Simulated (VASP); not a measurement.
Write the native input for VASP 6.6.1 that does the following.

| Property | Result |
| --- | --- |
| Task | single point |
| Functional | PBE |
| Potentials or basis | VASP PAW PBE potentials, release 64 (Pd, Pt) |
| Cutoff | 520 eV |
| k mesh | 6 × 6 × 6 |
| Occupations | gaussian, width 0.1 eV |
| Spin | no spin polarisation |
| Dipole correction | no |
| Further INCAR settings | ALGO = Normal; EDIFF = 1e-07; NBANDS = 22 |

The structure of Pd2Pt lies in POSCAR:

```
Pd2Pt
1.0
    0.0000000000      2.9100617600      2.9100617600
    2.9100617600      0.0000000000      2.9100617600
    2.9100617600      2.9100617600      0.0000000000
Pd Pt
2 1
Direct
    0.2500000000      0.2500000000      0.2500000000
    0.7500000000      0.7500000000      0.7500000000
    0.0000000000      0.0000000000      0.0000000000
```

One way to write it, as run:

INCAR

```
PREC = Accurate ; ENCUT = 520
EDIFF = 1E-7 ; ISMEAR = 0
SIGMA = 0.1 ; LREAL = F
LASPH = T ; NELM = 80
ALGO = Normal ; ISIF = 2
LWAVE = F ; LCHARG = T
GGA = PE ; LELF = T
LVHAR = T ; NBANDS = 22
```

KPOINTS

```
Automatic mesh
0
Gamma
  6 6 6
```

Potentials or basis: VASP PAW PBE potentials, release 64 (Pd, Pt).

The run is started by

```console
$ cat potpaw_PBE.64/Pd/POTCAR potpaw_PBE.64/Pt/POTCAR > POTCAR
$ mpirun -np 1 vasp_std > vasp.out
```

It gave:

```json
{
  "Pressure": "24.0 GPa",
  "Band gap on the k mesh": "zero (band 15 reaches 9.49 eV, above the bottom of band 16 at 8.39 eV)"
}
```

Caveat: spin-orbit coupling is left out, which moves the levels of the heavy elements.

Wall time 28 s on 1 thread of AMD EPYC 7R43 64-Core Processor (Zen 3) (shared host), peak memory 0.14 GiB.
